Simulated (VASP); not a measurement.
A run of VASP 6.6.1 is set up as follows.

INCAR

```
  PREC = Accurate
  ENCUT = 520
  EDIFF = 1E-7
  ISMEAR = -1
  SIGMA = 0.03
  LREAL = False
  LASPH = True
  NELM = 60
  ALGO = Normal
  ISIF = 2
  LWAVE = False
  LCHARG = False
  GGA = PS
  NBANDS = 16
```

Contents of KPOINTS:

```
Automatic mesh
0
Gamma
  7 7 7
```

Contents of POSCAR:

```
CdS
1.0
    0.0000000000      2.9165000000      2.9165000000
    2.9165000000      0.0000000000      2.9165000000
    2.9165000000      2.9165000000      0.0000000000
Cd S
1 1
Direct
   -0.1575000000      0.0525000000      0.0525000000
    0.4075000000      0.1975000000      0.1975000000
```

Potentials or basis: VASP PAW PBE potentials, release 64 (Cd, S).

Command:

```bash
$ cat potpaw_PBE.64/Cd/POTCAR potpaw_PBE.64/S/POTCAR > POTCAR
$ mpirun -np 1 vasp_std > vasp.out
```

Question: Predict the largest force.

Answer: 73.254 eV/Å.

Question: Predict the pressure.

Answer: 111.7 GPa.

Question: Estimate the band gap on the k mesh.

Answer: 1.38 eV, indirect (least direct gap 1.43 eV).

Forces in eV/Å, atoms in the order of the input:
```
Cd  -42.293  42.293  42.293
S    42.293 -42.293 -42.293
```

Caveat: the cell differs from its parent crystal (shortest bond scaled by 0.58, partial waves polarizable); the PAW data sets were made with another functional, which shifts forces and pressure a little. A k mesh can miss the band edges.
